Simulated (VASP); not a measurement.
## Re: single point with PBE

The system is Re.

```xyz
1
Lattice="0.0000 2.3440 1.4749 2.3440 0.0000 1.4749 2.3440 2.3440 0.0000" Properties=species:S:1:pos:R:3 pbc="T T T"
Re    0.0000    0.0000    0.0000
```

This cell differs from its parent crystal: volume 16.207 Å^3 an atom, c/a of the conventional cell 0.6292.

```json
{
  "Program": "VASP 6.6.1",
  "Task": "single point",
  "Functional": "PBE",
  "Potentials or basis": "VASP PAW PBE potentials, release 64 (Re)",
  "Cutoff": "520 eV",
  "k mesh": "10 × 10 × 10",
  "Occupations": "gaussian, width 0.15 eV",
  "Spin": "no spin polarisation",
  "Dipole correction": "no",
  "Further INCAR settings": "ALGO = Fast; EDIFF = 1e-07; NBANDS = 10"
}
```

```yaml
Pressure: -21.4 GPa
```

Stress tensor (GPa, compression positive):
```
-22.25   0.00   0.00
  0.00 -22.25   0.00
  0.00   0.00 -19.60
```

Levels at points of the mesh, in eV from the Fermi level:
```
           k point  band 1  band 2  band 3  band 4  band 5  band 6  band 7  band 8
(0.00, 0.00, 0.00)   -9.88   -3.12   -1.62   -1.62   -0.16    1.53   14.88   14.88
(0.50, 0.00, 0.00)   -6.56   -4.63    0.41    0.57    2.54    3.91    9.23   11.71
(0.50, 0.50, 0.00)   -6.25   -5.93    3.14    3.14    3.45    6.46    6.46    9.89
(0.50, 0.00, 0.50)   -6.63   -3.14   -0.53   -0.49    0.85    3.83    8.24   12.72
```

Wall time 26 s on 1 thread of Intel(R) Xeon(R) Platinum 8375C CPU @ 2.90GHz (Ice Lake), with other jobs on the host, peak memory 0.16 GiB.

Caveat: spin-orbit coupling is left out, which moves the levels of the heavy elements.
